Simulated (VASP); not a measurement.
# Co (P6_3/mmc) in VASP: further runs

Runs on Co. Level: PBE. Tasks: single point.

All numbers are computed with VASP 6.6.1; they aren't measurements. Logs are shortened: lines on timing, memory, paths and dates and some standing lists are left out, and cuts for length are marked.

### 1 The cell of the first run

Symmetry: P6_3/mmc, No. 194, hexagonal system. Conventional cell: a = 2.494 Å, b = 2.494 Å, c = 4.028 Å, α = 90.00°, β = 90.00°, γ = 120.00°. Within 3.3 Å of Co (site symmetry -6m2) lie 12 Co at 2.48 to 2.49 Å.

### 2 Single point, PBE, collinear spin, ferromagnetic start (10.84 Å³/atom)

File INCAR:

```
ALGO = Normal ; EDIFF = 1E-6
ENCUT = 520 ; GGA = PE
ISIF = 2 ; ISMEAR = -1
ISPIN = 2 ; LASPH = True
LCHARG = False ; LMAXMIX = 4
LORBIT = 11 ; LREAL = False
LWAVE = False ; MAGMOM = 1.69 1.69
NBANDS = 20 ; NELM = 150
PREC = Accurate ; SIGMA = 0.05
```

File KPOINTS:

```
k-points
0
Gamma
  24 24 13
```

File POSCAR:

```
Co
1.0
    2.4935221377      0.0000000000      0.0000000000
   -1.2467610688      2.1594535162      0.0000000000
    0.0000000000      0.0000000000      4.0277847465
Co
2
Direct
    0.3333333333      0.6666666667      0.2500000000
    0.6666666667      0.3333333333      0.7500000000
```

Potentials or basis: VASP PAW PBE potentials, release 64 (Co).

Launch:

```console
$ cat potpaw_PBE.64/Co/POTCAR > POTCAR
$ mpirun -np 1 vasp_std > vasp.out
```

OUTCAR:

```text
EDIFF = 1E-6
   ENCUT = 520
   GGA = PE
   ISIF = 2
   ISMEAR = -1
   ISPIN = 2
   LASPH = True
   LORBIT = 11
   LREAL = False
   NELM = 150
   PREC = Accurate

 ion  position               nearest neighbor table
   1  0.333  0.667  0.250-   2 2.48   2 2.48   2 2.48   2 2.48   2 2.48   2 2.48
   2  0.667  0.333  0.750-   1 2.48   1 2.48   1 2.48   1 2.48   1 2.48   1 2.48

  LATTYP: Found a hexagonal cell.
 ALAT       =     2.4935221377
 C/A-ratio  =     1.6152993734

  Lattice vectors:

 A1 = (   2.4935221377,   0.0000000000,   0.0000000000)
 A2 = (  -1.2467610688,   2.1594535162,   0.0000000000)
 A3 = (   0.0000000000,   0.0000000000,   4.0277847465)

Analysis of symmetry for initial positions (statically):
=====================================================================
 Subroutine PRICEL returns:
 Original cell was already a primitive cell.

 Routine SETGRP: Setting up the symmetry group for a
 hexagonal supercell.

 Subroutine GETGRP returns: Found 24 space group operations
 (whereof 12 operations were pure point group operations)
 out of a pool of 24 trial point group operations.

The static configuration has the point symmetry D_3d.
 The point group associated with its full space group is D_6h.

Analysis of symmetry for dynamics (positions and initial velocities):
=====================================================================
 Subroutine PRICEL returns:
 Original cell was already a primitive cell.

 Routine SETGRP: Setting up the symmetry group for a
 hexagonal supercell.

 Subroutine GETGRP returns: Found 24 space group operations
 (whereof 12 operations were pure point group operations)
 out of a pool of 24 trial point group operations.

The dynamic configuration has the point symmetry D_3d.
 The point group associated with its full space group is D_6h.

Analysis of structural, dynamic, and magnetic symmetry:
=====================================================================
 Subroutine PRICEL returns:
 Original cell was already a primitive cell.

 Routine SETGRP: Setting up the symmetry group for a
 hexagonal supercell.

 Subroutine GETGRP returns: Found 24 space group operations
 (whereof 12 operations were pure point group operations)
 out of a pool of 24 trial point group operations.

The overall configuration has the point symmetry D_3d.
 The point group associated with its full space group is D_6h.

 Subroutine INISYM returns: Found 24 space group operations
 (whereof 12 operations are pure point group operations),
 and found     1 'primitive' translations

----------------------------------------------------------------------------------------

                                     Primitive cell

  volume of cell :      21.6882

  direct lattice vectors                    reciprocal lattice vectors
     2.493522138  0.000000000  0.000000000     0.401039151  0.231540062  0.000000000
    -1.246761069  2.159453516  0.000000000     0.000000000  0.463080123  0.000000000
     0.000000000  0.000000000  4.027784747     0.000000000  0.000000000  0.248275433

  length of vectors
     2.493522138  2.493522138  4.027784747     0.463080123  0.463080123  0.248275433

  position of ions in fractional coordinates (direct lattice)
     0.333333333  0.666666667  0.250000000
     0.666666667  0.333333333  0.750000000

  ion indices of the primitive-cell ions
   primitive index   ion index
                 1           1
                 2           2

----------------------------------------------------------------------------------------

 KPOINTS: k-points

Automatic generation of k-mesh.
 Grid dimensions read from file:
 generate k-points for:   24   24   13

 Generating k-lattice:

  Cartesian coordinates                     Fractional coordinates (reciprocal lattice)
     0.016709965  0.009647503  0.000000000     0.041666667  0.000000000  0.000000000
     0.000000000  0.019295005  0.000000000     0.000000000  0.041666667  0.000000000
     0.000000000  0.000000000  0.019098110     0.000000000  0.000000000  0.076923077

  Length of vectors
     0.019295005  0.019295005  0.019098110

  Shift w.r.t. Gamma in fractional coordinates (k-lattice)
     0.000000000  0.000000000  0.000000000

 Subroutine IBZKPT returns following result:
 ===========================================

 Found    427 irreducible k-points:

 Following reciprocal coordinates:
            Coordinates               Weight
  0.000000  0.000000  0.000000      1.000000
  0.041667  0.000000  0.000000      6.000000
  0.083333 -0.000000  0.000000      6.000000
  0.125000 -0.000000  0.000000      6.000000
  0.166667  0.000000  0.000000      6.000000
  0.208333 -0.000000  0.000000      6.000000
[... 16 lines left out ...]
  0.416667  0.041667  0.000000     12.000000
  0.458333  0.041667  0.000000     12.000000
 [... further k-points ...]
   k-points           NKPTS =    427   k-points in BZ     NKDIM =    427   number of bands    NBANDS=     20
   number of dos      NEDOS =    301   number of ions     NIONS =      2
   total plane-waves  NPLWV =  12000
   dimension x,y,z NGX =    20 NGY =   20 NGZ =   30
   dimension x,y,z NGXF=    40 NGYF=   40 NGZF=   60
   ions per type =               2
   NGX,Y,Z   is equivalent  to a cutoff of  13.33, 13.33, 12.38 a.u.
   NGXF,Y,Z  is equivalent  to a cutoff of  26.67, 26.67, 24.76 a.u.
 SYSTEM =  unknown system
   PREC   = accura    normal or accurate (medium, high low for compatibility)
   ISTART =      0    job   : 0-new  1-cont  2-samecut
   ICHARG =      2    charge: 1-file 2-atom 10-const
   ISPIN  =      2    spin polarized calculation?
   LNONCOLLINEAR =      F non collinear calculations
   LSORBIT =      F    spin-orbit coupling
   LASPH  =      T    aspherical Exc in radial PAW
   ENCUT  =  520.0 eV  38.22 Ry    6.18 a.u.   4.64  4.64  7.49*2*pi/ulx,y,z
   NELM   =    150;   NELMIN=  2; NELMDL= -5     # of ELM steps
   EDIFF  = 0.1E-05   stopping-criterion for ELM
   LREAL  =      F    real-space projection
   EDIFFG = 0.1E-04   stopping-criterion for IOM
   NSW    =      0    number of steps for IOM
   IBRION =     -1    ionic relax: 0-MD 1-quasi-New 2-CG
   NFREE  =      0    steps in history (QN), initial steepest desc. (CG)
   ISIF   =      2    stress and relaxation
   ISYM   =      2    0-nonsym 1-usesym 2-fastsym
   POTIM  = 0.5000    time-step for ionic-motion
   TEBEG  =    0.0;   TEEND  =   0.0 temperature during run
   PSTRESS=    0.0 pullay stress
   NELECT =      18.0000    total number of electrons
   NUPDOWN=      -1.0000    fix difference up-down
   EMIN   =  10.00;   EMAX   =-10.00  energy-range for DOS
   EFERMI =   0.00;   METHOD = LEGACY
   ISMEAR =    -1;   SIGMA  =   0.05  broadening in eV -4-tet -1-fermi 0-gaus
   EFERMI_NEDOS =   21; number of points for ismear=-14 and -15
   IALGO  =     38    algorithm
   IMIX   =      4    mixing-type and parameters
     AMIX     =   0.40;   BMIX     =  1.00
     AMIX_MAG =   1.60;   BMIX_MAG =  1.00
  volume/ion in A,a.u.               =      10.84        73.18
  Fermi-wavevector in a.u.,A,eV,Ry     =   1.538478  2.907301 32.203817  2.366914
  Thomas-Fermi vector in A             =   2.644841
   LORBIT       =     11    0 simple, 1 ext, 2 COOP (PROOUT), +10 PAW based schemes
   GGA     = PE    functional components
   LHFCALC =     F    Hartree Fock is set to
   AEXX    =    0.0000 exact exchange contribution
   IVDW    =     0    specifies the selected vdW correction
   LEPSILON=     F    determine dielectric tensor
   LRPA    =     F    only Hartree local field effects (RPA)
 spin polarized calculation
  energy-cutoff  :      520.00
  volume of cell :       21.69
 maximum number of plane-waves:       599
 NGX is ok and might be reduce to    20
   NGX =  9   NGY =  9   NGZ = 15

 number of electron      17.9999996 magnetization       3.2102591

 Free energy of the ion-electron system (eV)
  ---------------------------------------------------
  ext. energy  EPLUGINS =         0.00000000
  ---------------------------------------------------
  free energy    TOTEN  =       -14.07813157 eV

  energy without entropy =      -14.06348208  energy(sigma->0) =      -14.07080682

 E-fermi :  10.2538     XC(G=0): -13.4069

 val. band max:       10.2488498135   @ k =   0.4167  -0.0000   0.3846
 cond. band min:      10.2543095512   @ k =   0.3333   0.1667   0.4615
 fundamental gap:      0.0054597377
 Fermi energy:        10.2538252037

 spin component 1

 k-point     1 :       0.0000    0.0000    0.0000
  band No.  band energies     occupation
      1       1.3541      1.00000
      2       5.1346      1.00000
      3       7.6577      1.00000
      4       7.6731      1.00000
      5       7.6731      1.00000
      6       7.9860      1.00000
[... 12 lines left out ...]
     19      36.1389      0.00000
     20      36.1389      0.00000
[... 507 lines left out ...]
 k-point    24 :       0.4583    0.0417    0.0000
  band No.  band energies     occupation
      1       5.5111      1.00000
      2       5.5834      1.00000
      3       5.8201      1.00000
      4       7.5010      1.00000
      5       7.6808      1.00000
      6       7.7487      1.00000
[... 12 lines left out ...]
     19      32.7947      0.00000
     20      34.7538      0.00000

 [... further k-points ...]

 spin component 2

 k-point     1 :       0.0000    0.0000    0.0000
  band No.  band energies     occupation
      1       1.3455      1.00000
      2       6.0758      1.00000
      3       9.2866      1.00000
      4       9.3070      1.00000
      5       9.3070      1.00000
      6       9.6739      0.99999
[... 12 lines left out ...]
     19      36.4267      0.00000
     20      36.4267      0.00000
[... 507 lines left out ...]
 k-point    24 :       0.4583    0.0417    0.0000
  band No.  band energies     occupation
      1       6.3805      1.00000
      2       6.7567      1.00000
      3       7.0390      1.00000
      4       8.3671      1.00000
      5       9.1338      1.00000
      6       9.2365      1.00000
[... 12 lines left out ...]
     19      33.2147      0.00000
     20      35.0551      0.00000

 [... further k-points ...]
[... 5 lines left out ...]
  --------------------------------------------------------------------------------------
  -------------------------------------------------------------------------------------
  Total       -0.0587798     -0.0587798     -0.0552567     -0.0000000      0.0000000      0.0000000
  in kB       -4.3422574     -4.3422574     -4.0819897     -0.0000000      0.0000000      0.0000000
  external PRESSURE =      -4.2555015 kB  Pullay stress =       0.0000000 kB

 VOLUME and BASIS-vectors are now :
 -----------------------------------------------------------------------------
  energy-cutoff  :      520.00
  volume of cell :       21.69
      direct lattice vectors                 reciprocal lattice vectors
     2.493522138  0.000000000  0.000000000     0.401039151  0.231540062  0.000000000
    -1.246761069  2.159453516  0.000000000     0.000000000  0.463080123  0.000000000
     0.000000000  0.000000000  4.027784747     0.000000000  0.000000000  0.248275433

 POSITION                                       TOTAL-FORCE (eV/Angst)
 -----------------------------------------------------------------------------------
     -0.00000      1.43964      1.00695         0.000000     -0.000000      0.000000
      1.24676      0.71982      3.02084        -0.000000      0.000000      0.000000
 -----------------------------------------------------------------------------------
    total drift:                                0.000000      0.000000     -0.000000

  FREE ENERGIE OF THE ION-ELECTRON SYSTEM (eV)
  ---------------------------------------------------
  free  energy   TOTEN  =       -14.0781315695 eV

  energy  without entropy=      -14.0634820751  energy(sigma->0) =      -14.07080682

 total charge

# of ion       s       p       d       tot
------------------------------------------
    1        0.489   0.522   7.264   8.274
    2        0.489   0.522   7.264   8.274
--------------------------------------------------
tot          0.977   1.043  14.527  16.548

 magnetization (x)

# of ion       s       p       d       tot
------------------------------------------
    1       -0.015  -0.055   1.696   1.626
    2       -0.015  -0.055   1.696   1.626
--------------------------------------------------
tot         -0.030  -0.110   3.391   3.252
```

Run time: 6.4 min. Hardware: 1 thread of Intel Xeon 8259CL, shared host; peak memory 0.35 GiB.

What came out:

| Quantity | Value |
| --- | --- |
| Free energy | -14.0781 eV |
| Pressure | -0.4 GPa |
| Net moment | 3.21 μB per cell |
| Site moments | Co +1.63 μB |
| Valence electrons inside the program's atomic spheres | Co 8.27 |

Levels at points of the mesh, in eV from the Fermi level:
Spin up:
```csv
k point,band 9,band 10,band 11,band 12,band 13,band 14
"(0.00, 0.00, 0.00)",-1.93,-0.82,-0.82,-0.05,6.38,21.98
"(0.50, 0.00, 0.00)",-0.60,-0.54,1.31,3.32,9.71,10.36
```
Spin down:
| k point | band 5 | band 6 | band 7 | band 8 | band 9 | band 10 |
| --- | --- | --- | --- | --- | --- | --- |
| (0.00, 0.00, 0.00) | -0.95 | -0.58 | -0.58 | -0.17 | -0.17 | -0.12 |
| (0.50, 0.00, 0.00) | -1.11 | -1.02 | -0.60 | 1.18 | 1.32 | 1.35 |

[end of part 1 of 2]
